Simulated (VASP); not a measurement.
Input of a VASP 6.6.1 run:

File INCAR:

```
SYSTEM = DyBe
ALGO     = Normal         ! electronic algorithm
EDIFF    = 1E-6           ! SCF threshold, eV
ENCUT    = 600            ! plane-wave cutoff, eV
GGA      = PE             ! functional
GGA_COMPAT= .False.      
ISIF     = 2              ! what is computed and relaxed
ISMEAR   = 0              ! smearing method
LASPH    = .True.         ! aspherical terms in the spheres
LCHARG   = .False.        ! write CHGCAR
LMAXMIX  = 6              ! l up to which the mixer works
LREAL    = .False.        ! projectors in reciprocal space
LWAVE    = .False.        ! write WAVECAR
NBANDS   = 32             ! bands
NELM     = 200            ! most SCF steps
PREC     = Accurate       ! precision mode
SIGMA    = 0.2            ! smearing width, eV
```

Contents of KPOINTS:

```
k-points
0
Gamma
  6 4 4
  0 0 0
```

Contents of POSCAR:

```
DyBe
1.0
    3.3743233163     -0.0001768202      0.0013016982
   -0.0001920610      6.8237405717      0.0018944532
    0.0013791226      0.0019028418      6.8226691907
Dy Be
4 4
Direct
    1.0003416217      0.5003421121      0.5005942330
   -0.0003444088      0.4996396583      0.9994075402
    0.9996595409      0.9996545965      0.4993872059
    0.0003447230      0.0003615113      0.0006195308
    0.4999837570      0.2514535684      0.2508231557
    0.5000207862      0.2484580692      0.7491758453
    0.5000145897      0.7485541565      0.2491173022
    0.4999793901      0.7515363279      0.7508751869
```

Potentials or basis: VASP PAW PBE potentials, release 64 (Dy_3, Be), 4f in core.

Launch:

```bash
$ cat potpaw_PBE.64/Dy_3/POTCAR potpaw_PBE.64/Be/POTCAR > POTCAR
$ mpirun -np 1 vasp_std > vasp.out
```

(1) What does it give for the pressure?

(2) What does it give for the band gap on the k mesh?

Results:

(1) 0.2 GPa.

(2) zero (bands 22 and 23 overlap by 1.15 eV).

Caveat: spin-orbit coupling is left out, which moves the levels of the heavy elements; the 4f electrons are frozen in the core, so they carry no moment and show no levels.
